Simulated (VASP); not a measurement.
Set up this calculation in VASP 6.6.1, as the native input.

* Task: single point
* Functional: BLYP
* Potentials or basis: VASP PAW PBE potentials, release 64 (Lu)
* Cutoff: 520 eV
* k mesh: 12 × 12 × 12
* Occupations: fermi-dirac, width 0.1 eV
* Spin: no spin polarisation
* Dipole correction: no
* Further INCAR settings: ALGO = Normal; EDIFF = 1e-07; NBANDS = 18

The structure of Lu lies in POSCAR:

```
Lu
1.0
    0.0000000000      2.4244396724      2.4244396724
    2.4244396724      0.0000000000      2.4244396724
    2.4244396724      2.4244396724      0.0000000000
Lu
1
Direct
    0.0000000000      0.0000000000      0.0000000000
```

This cell differs from its parent crystal: volume scaled by 0.96.

The input as run:

INCAR

```
SYSTEM = Lu
PREC = Accurate ; ENCUT = 520
EDIFF = 1E-7 ; ISMEAR = -1
SIGMA = 0.1 ; LREAL = .FALSE.
LASPH = .TRUE. ; NELM = 100
ALGO = Normal ; ISIF = 2
LWAVE = .FALSE. ; LCHARG = .FALSE.
GGA = B5 ; ALDAX = 1.0
AGGAX = 1.0 ; AGGAC = 1.0
ALDAC = 0.0 ; NBANDS = 18
```

KPOINTS

```
Automatic mesh
0
G
  12 12 12
  0 0 0
```

Potentials or basis: VASP PAW PBE potentials, release 64 (Lu).

Command:

```sh
$ cat potpaw_PBE.64/Lu/POTCAR > POTCAR
$ mpirun -np 1 vasp_std > vasp.out
```

It gave:

The pressure is 2.0 GPa.

Caveat: the PAW data sets were made with another functional, which shifts forces and pressure a little.

It took 34 s on 1 thread of Intel(R) Xeon(R) Platinum 8559C (Emerald Rapids) (shared host), peak memory 0.19 GiB.
